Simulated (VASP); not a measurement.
# K2S (Fm-3m) in VASP: notebook

The runs below take K2S through single point, with r2SCAN, r2SCAN+D4.

Program: VASP 6.6.1. These are calculated values, not measurements. Logs are shortened: lines on timing, memory, paths and dates and some standing lists are left out, and cuts for length are marked.

## Step 1: The cell of the first run

Symmetry: Fm-3m, No. 225, cubic system. The conventional cell has a = 7.405 Å, b = 7.405 Å, c = 7.405 Å, α = 90.00°, β = 90.00°, γ = 90.00°. K (site symmetry -43m) has 4 S at 3.21 Å and 6 K at 3.70 Å within 4.2 Å. S (site symmetry m-3m) has 8 K at 3.21 Å within 4.2 Å.

## Step 2: Single point, r2SCAN

POSCAR reads:

```
K2S
1.0
    0.0000000000      3.7027186978      3.7027186978
    3.7027186978      0.0000000000      3.7027186978
    3.7027186978      3.7027186978      0.0000000000
K S
2 1
Direct
    0.2500000000      0.2500000000      0.2500000000
    0.7500000000      0.7500000000      0.7500000000
    0.0000000000      0.0000000000      0.0000000000
```

INCAR.step1 reads:

```
  PREC = Accurate
  ENCUT = 550
  ISMEAR = -1
  SIGMA = 0.05
  LREAL = False
  LASPH = True
  NELM = 120
  NBANDS = 19
  GGA = PE
  ALGO = Normal
  EDIFF = 1E-5
  LWAVE = True
  LCHARG = False
  GGA_COMPAT = False
```

INCAR.step2 reads:

```
  PREC = Accurate
  ENCUT = 550
  EDIFF = 1E-6
  ISMEAR = -1
  SIGMA = 0.05
  LREAL = False
  LASPH = True
  NELM = 120
  ALGO = Normal
  ISIF = 2
  LWAVE = False
  LCHARG = False
  METAGGA = R2SCAN
  LMIXTAU = True
  NBANDS = 19
  ISTART = 1
  GGA_COMPAT = False
```

KPOINTS reads:

```
regular mesh
0
Gamma
  4 4 4
```

Potentials or basis: VASP PAW PBE potentials, release 64 (K_sv, S).

Run with:

```sh
> cat potpaw_PBE.64/K_sv/POTCAR potpaw_PBE.64/S/POTCAR > POTCAR
> cp INCAR.step1 INCAR
> mpirun -np 1 vasp_std > vasp.out
> cp INCAR.step2 INCAR
> mpirun -np 1 vasp_std > vasp.out
```

OUTCAR:

```text
PREC = Accurate
   ENCUT = 550
   EDIFF = 1E-6
   ISMEAR = -1
   LREAL = False
   LASPH = True
   NELM = 120
   ISIF = 2
   METAGGA = R2SCAN
   ISTART = 1

 ion  position               nearest neighbor table
   1  0.250  0.250  0.250-   3 3.21   3 3.21   3 3.21   3 3.21   2 3.70   2 3.70   2 3.70   2 3.70
                             2 3.70   2 3.70
   2  0.750  0.750  0.750-   3 3.21   3 3.21   3 3.21   3 3.21   1 3.70   1 3.70   1 3.70   1 3.70
                             1 3.70   1 3.70
   3  0.000  0.000  0.000-   2 3.21   2 3.21   2 3.21   1 3.21   2 3.21   1 3.21   1 3.21   1 3.21

  LATTYP: Found a face centered cubic cell.
 ALAT       =     7.4054373956

  Lattice vectors:

 A1 = (   0.0000000000,   3.7027186978,   3.7027186978)
 A2 = (   3.7027186978,   0.0000000000,   3.7027186978)
 A3 = (   3.7027186978,   3.7027186978,   0.0000000000)

Analysis of symmetry for initial positions (statically):
=====================================================================
 Subroutine PRICEL returns:
 Original cell was already a primitive cell.

 Routine SETGRP: Setting up the symmetry group for a
 face centered cubic supercell.

 Subroutine GETGRP returns: Found 48 space group operations
 (whereof 48 operations were pure point group operations)
 out of a pool of 48 trial point group operations.

The static configuration has the point symmetry O_h .

Analysis of symmetry for dynamics (positions and initial velocities):
=====================================================================
 Subroutine PRICEL returns:
 Original cell was already a primitive cell.

 Routine SETGRP: Setting up the symmetry group for a
 face centered cubic supercell.

 Subroutine GETGRP returns: Found 48 space group operations
 (whereof 48 operations were pure point group operations)
 out of a pool of 48 trial point group operations.

The dynamic configuration has the point symmetry O_h .

 Subroutine INISYM returns: Found 48 space group operations
 (whereof 48 operations are pure point group operations),
 and found     1 'primitive' translations

----------------------------------------------------------------------------------------

                                     Primitive cell

  volume of cell :     101.5295

  direct lattice vectors                    reciprocal lattice vectors
     0.000000000  3.702718698  3.702718698    -0.135035913  0.135035913  0.135035913
     3.702718698  0.000000000  3.702718698     0.135035913 -0.135035913  0.135035913
     3.702718698  3.702718698  0.000000000     0.135035913  0.135035913 -0.135035913

  length of vectors
     5.236435000  5.236435000  5.236435000     0.233889062  0.233889062  0.233889062

  position of ions in fractional coordinates (direct lattice)
     0.250000000  0.250000000  0.250000000
     0.750000000  0.750000000  0.750000000
     0.000000000  0.000000000  0.000000000

  ion indices of the primitive-cell ions
   primitive index   ion index
                 1           1
                 2           2
                 3           3

----------------------------------------------------------------------------------------

 KPOINTS: regular mesh

Automatic generation of k-mesh.
 Grid dimensions read from file:
 generate k-points for:    4    4    4

 Generating k-lattice:

  Cartesian coordinates                     Fractional coordinates (reciprocal lattice)
    -0.033758978  0.033758978  0.033758978     0.250000000  0.000000000  0.000000000
     0.033758978 -0.033758978  0.033758978     0.000000000  0.250000000  0.000000000
     0.033758978  0.033758978 -0.033758978     0.000000000  0.000000000  0.250000000

  Length of vectors
     0.058472266  0.058472266  0.058472266

  Shift w.r.t. Gamma in fractional coordinates (k-lattice)
     0.000000000  0.000000000  0.000000000

 Subroutine IBZKPT returns following result:
 ===========================================

 Found      8 irreducible k-points:

 Following reciprocal coordinates:
            Coordinates               Weight
  0.000000  0.000000  0.000000      1.000000
  0.250000  0.000000  0.000000      8.000000
  0.500000  0.000000  0.000000      4.000000
  0.250000  0.250000  0.000000      6.000000
  0.500000  0.250000  0.000000     24.000000
 -0.250000  0.250000  0.000000     12.000000
  0.500000  0.500000  0.000000      3.000000
 -0.250000  0.500000  0.250000      6.000000
   k-points           NKPTS =      8   k-points in BZ     NKDIM =      8   number of bands    NBANDS=     19
   number of dos      NEDOS =    301   number of ions     NIONS =      3
   total plane-waves  NPLWV =  64000
   dimension x,y,z NGX =    40 NGY =   40 NGZ =   40
   dimension x,y,z NGXF=    80 NGYF=   80 NGZF=   80
   ions per type =               2   1
   NGX,Y,Z   is equivalent  to a cutoff of  12.70, 12.70, 12.70 a.u.
   NGXF,Y,Z  is equivalent  to a cutoff of  25.40, 25.40, 25.40 a.u.
 SYSTEM =  unknown system
   PREC   = accura    normal or accurate (medium, high low for compatibility)
   ISTART =      1    job   : 0-new  1-cont  2-samecut
   ICHARG =      0    charge: 1-file 2-atom 10-const
   ISPIN  =      1    spin polarized calculation?
   LNONCOLLINEAR =      F non collinear calculations
   LSORBIT =      F    spin-orbit coupling
   LASPH  =      T    aspherical Exc in radial PAW
   ENCUT  =  550.0 eV  40.42 Ry    6.36 a.u.  10.01 10.01 10.01*2*pi/ulx,y,z
   NELM   =    120;   NELMIN=  2; NELMDL=  0     # of ELM steps
   EDIFF  = 0.1E-05   stopping-criterion for ELM
   LREAL  =      F    real-space projection
[... 7 lines left out ...]
   TEBEG  =    0.0;   TEEND  =   0.0 temperature during run
   PSTRESS=    0.0 pullay stress
   NELECT =      24.0000    total number of electrons
   NUPDOWN=      -1.0000    fix difference up-down
   EMIN   =  10.00;   EMAX   =-10.00  energy-range for DOS
   EFERMI =   0.00;   METHOD = LEGACY
   ISMEAR =    -1;   SIGMA  =   0.05  broadening in eV -4-tet -1-fermi 0-gaus
   EFERMI_NEDOS =   21; number of points for ismear=-14 and -15
   IALGO  =     38    algorithm
   IMIX   =      4    mixing-type and parameters
     AMIX     =   0.40;   BMIX     =  1.00
     AMIX_MAG =   1.60;   BMIX_MAG =  1.00
  volume/ion in A,a.u.               =      33.84       228.38
  Fermi-wavevector in a.u.,A,eV,Ry     =   1.012235  1.912846 13.940787  1.024619
  Thomas-Fermi vector in A             =   2.145332
   LORBIT       =      0    0 simple, 1 ext, 2 COOP (PROOUT), +10 PAW based schemes
   METAGGA = R2SCAN    functional components
   LHFCALC =     F    Hartree Fock is set to
   AEXX    =    0.0000 exact exchange contribution
   IVDW    =     0    specifies the selected vdW correction
   LEPSILON=     F    determine dielectric tensor
   LRPA    =     F    only Hartree local field effects (RPA)
 non-spin polarized calculation
  energy-cutoff  :      550.00
  volume of cell :      101.53
 maximum number of plane-waves:      2996
   NGX = 21   NGY = 21   NGZ = 21

 number of electron      23.9999996 magnetization

 Free energy of the ion-electron system (eV)
  ---------------------------------------------------
  ext. energy  EPLUGINS =         0.00000000
  ---------------------------------------------------
  free energy    TOTEN  =       -23.81344662 eV

  energy without entropy =      -23.81344662  energy(sigma->0) =      -23.81344662

 E-fermi :   0.5950     XC(G=0):  -7.7099

 val. band max:       -0.6089048089   @ k =   0.5000   0.5000   0.0000
 cond. band min:       2.1492925730   @ k =   0.0000   0.0000   0.0000
 fundamental gap:      2.7581973820
 Fermi energy:         0.5950435940

 k-point     1 :       0.0000    0.0000    0.0000
  band No.  band energies     occupation
      1     -31.0669      2.00000
      2     -30.9870      2.00000
      3     -13.8858      2.00000
      4     -13.8858      2.00000
      5     -13.8858      2.00000
      6     -13.6549      2.00000
[... 11 lines left out ...]
     18       7.3900      0.00000
     19       8.4769      0.00000

 k-point     2 :       0.2500    0.0000    0.0000
  band No.  band energies     occupation
      1     -31.0547      2.00000
      2     -30.9982      2.00000
      3     -13.8770      2.00000
      4     -13.8561      2.00000
      5     -13.8561      2.00000
      6     -13.7377      2.00000
[... 11 lines left out ...]
     18       7.6703      0.00000
     19       7.6703      0.00000

 k-point     3 :       0.5000    0.0000    0.0000
  band No.  band energies     occupation
      1     -31.0260      2.00000
      2     -31.0259      2.00000
      3     -13.8853      2.00000
      4     -13.7972      2.00000
      5     -13.7836      2.00000
      6     -13.7836      2.00000
[... 11 lines left out ...]
     18       7.6138      0.00000
     19       7.7617      0.00000

 k-point     4 :       0.2500    0.2500    0.0000
  band No.  band energies     occupation
      1     -31.0528      2.00000
      2     -30.9996      2.00000
      3     -13.9167      2.00000
      4     -13.9167      2.00000
      5     -13.8852      2.00000
      6     -13.7395      2.00000
[... 11 lines left out ...]
     18       7.3651      0.00000
     19       7.6281      0.00000

 k-point     5 :       0.5000    0.2500    0.0000
  band No.  band energies     occupation
      1     -31.0351      2.00000
      2     -31.0163      2.00000
      3     -14.0158      2.00000
      4     -13.9086      2.00000
      5     -13.8968      2.00000
      6     -13.6761      2.00000
[... 11 lines left out ...]
     18       7.3434      0.00000
     19       8.1320      0.00000

 k-point     6 :      -0.2500    0.2500    0.0000
  band No.  band energies     occupation
      1     -31.0392      2.00000
      2     -31.0126      2.00000
      3     -13.9839      2.00000
      4     -13.8545      2.00000
      5     -13.8026      2.00000
      6     -13.7719      2.00000
[... 11 lines left out ...]
     18       7.2244      0.00000
     19       8.0267      0.00000

 k-point     7 :       0.5000    0.5000    0.0000
  band No.  band energies     occupation
      1     -31.0387      2.00000
      2     -31.0122      2.00000
      3     -14.0950      2.00000
      4     -13.9471      2.00000
      5     -13.9471      2.00000
      6     -13.6186      2.00000
[... 11 lines left out ...]
     18       7.5201      0.00000
     19       7.8391      0.00000

 k-point     8 :      -0.2500    0.5000    0.2500
  band No.  band energies     occupation
      1     -31.0255      2.00000
      2     -31.0255      2.00000
      3     -14.0705      2.00000
      4     -13.9732      2.00000
      5     -13.7861      2.00000
      6     -13.7861      2.00000
[... 11 lines left out ...]
     18       7.2686      0.00000
     19       7.9315      0.00000

------------------------ aborting loop because EDIFF is reached ----------------------------------------

  FORCE on cell =-STRESS in cart. coord.  units (eV):
  Direction    XX          YY          ZZ          XY          YZ          ZX
  --------------------------------------------------------------------------------------
  -------------------------------------------------------------------------------------
  Total        0.0193501      0.0193501      0.0193501     -0.0000000      0.0000000      0.0000000
  in kB        0.3053525      0.3053525      0.3053525     -0.0000000      0.0000000      0.0000000
  external PRESSURE =       0.3053525 kB  Pullay stress =       0.0000000 kB

 VOLUME and BASIS-vectors are now :
 -----------------------------------------------------------------------------
  energy-cutoff  :      550.00
  volume of cell :      101.53
      direct lattice vectors                 reciprocal lattice vectors
     0.000000000  3.702718698  3.702718698    -0.135035913  0.135035913  0.135035913
     3.702718698  0.000000000  3.702718698     0.135035913 -0.135035913  0.135035913
     3.702718698  3.702718698  0.000000000     0.135035913  0.135035913 -0.135035913

 POSITION                                       TOTAL-FORCE (eV/Angst)
 -----------------------------------------------------------------------------------
      1.85136      1.85136      1.85136        -0.000000     -0.000000      0.000000
      5.55408      5.55408      5.55408        -0.000000     -0.000000     -0.000000
      0.00000      0.00000      0.00000         0.000000      0.000000      0.000000
 -----------------------------------------------------------------------------------
    total drift:                               -0.000000     -0.000000      0.000000

  FREE ENERGIE OF THE ION-ELECTRON SYSTEM (eV)
  ---------------------------------------------------
  free  energy   TOTEN  =       -23.8134466163 eV

  energy  without entropy=      -23.8134466162  energy(sigma->0) =      -23.81344662
```

It took 63 s on 1 thread of Intel Xeon 6975P-C (Granite Rapids), shared host; peak memory 0.25 GiB.

Results:

- Free energy: -23.8134 eV
- Pressure: 0.0 GPa
- Band gap on the k mesh: 2.76 eV (least direct gap 2.95 eV)

Caveat: the PAW data sets were made with another functional, which shifts forces and pressure a little. A k mesh can miss the band edges.

(Continued in part 2 of 2.)
